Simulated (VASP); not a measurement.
Runs of VASP 6.6.1 on CaF2. The structure is that of space group Fm-3m (No. 225), or close to it. The cells are those of the table. 

```tsv
task	level	potentials or basis	cell	smearing	gap on the mesh (eV)	pressure (GPa)
single point	revPBE	VASP PAW PBE potentials, release 64 (Ca_sv, F)	a = 3.766 Å, angles 60.0°, 3 atoms	methfessel-paxton 0.05 eV	(a)	13.8
single point	LDA	VASP PAW LDA potentials, release 64 (Ca_sv, F)	a = 3.766 Å, angles 60.0°, 3 atoms	gaussian 0.02 eV	7.36	0.5
relaxation of cell and atoms	LDA	VASP PAW LDA potentials, release 64 (Ca_sv, F)	relaxed to 9 GPa from a = 3.766 Å, angles 60.0°, 3 atoms	gaussian 0.01 eV	7.80	9.0
relaxation of cell and atoms	LDA	VASP PAW LDA potentials, release 64 (Ca_sv, F)	relaxed from a = 3.766 Å, angles 60.0°, 3 atoms	gaussian 0.01 eV	7.33	0.0
single point	LDA	VASP PAW LDA potentials, release 64 (Ca_sv, F)	a = 3.673 Å, angles 60.0°, 3 atoms	gaussian 0.01 eV	7.83	(b)
single point	LDA	VASP PAW LDA potentials, release 64 (Ca_sv, F)	a = 3.766 Å, angles 60.0°, 3 atoms	gaussian 0.01 eV	7.36	0.5
```

Alike in all rows: no spin polarisation; k mesh 8 × 8 × 8; cutoff (eV) 600.

Question: Fill in the values left out.

Answer: (a) 8.02; (b) 9.8.

Caveats: the cell stands under pressure (at least some runs); the PAW data sets were made with another functional, which shifts forces and pressure a little (at least some runs); the cell is relaxed towards a set pressure, so the run minimises the enthalpy, not the energy (at least some runs).

A k mesh can miss the band edges.
